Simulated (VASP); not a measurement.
Input of a VASP 6.6.1 run:

The input INCAR:

```
PREC = Accurate
ENCUT = 520
EDIFF = 1E-6
ISMEAR = 0
SIGMA = 0.1
LREAL = False
LASPH = True
NELM = 60
ALGO = Fast
ISIF = 2
LWAVE = False
LCHARG = True
GGA = PE
LELF = True
LVHAR = True
NBANDS = 43
```

The input KPOINTS:

```
regular mesh
0
Gamma
  14 14 14
```

Contents of POSCAR:

```
Mo4W
1.0
   -3.5397002000      3.5397002000      1.5823731000
    3.5397002000     -3.5397002000      1.5823731000
    3.5397002000      3.5397002000     -1.5823731000
Mo W
4 1
Direct
    0.3998045000      0.1999315000      0.5997360000
    0.8000685000      0.3998045000      0.1998730000
    0.1999315000      0.6001955000      0.8001270000
    0.6001955000      0.8000685000      0.4002640000
    0.0000000000      0.0000000000      0.0000000000
```

Potentials or basis: VASP PAW PBE potentials, release 64 (Mo_sv, W_sv).

Launch:

```console
$ cat potpaw_PBE.64/Mo_sv/POTCAR potpaw_PBE.64/W_sv/POTCAR > POTCAR
$ mpirun -np 1 vasp_std > vasp.out
```

(1) What does it give for the largest force?

(2) Estimate the band gap on the k mesh.

(3) Estimate the pressure.

## Answers

(1) 0.007 eV/Å.

(2) zero (bands 35 and 36 overlap by 2.52 eV).

(3) 0.5 GPa.

Caveat: spin-orbit coupling is left out, which moves the levels of the heavy elements.
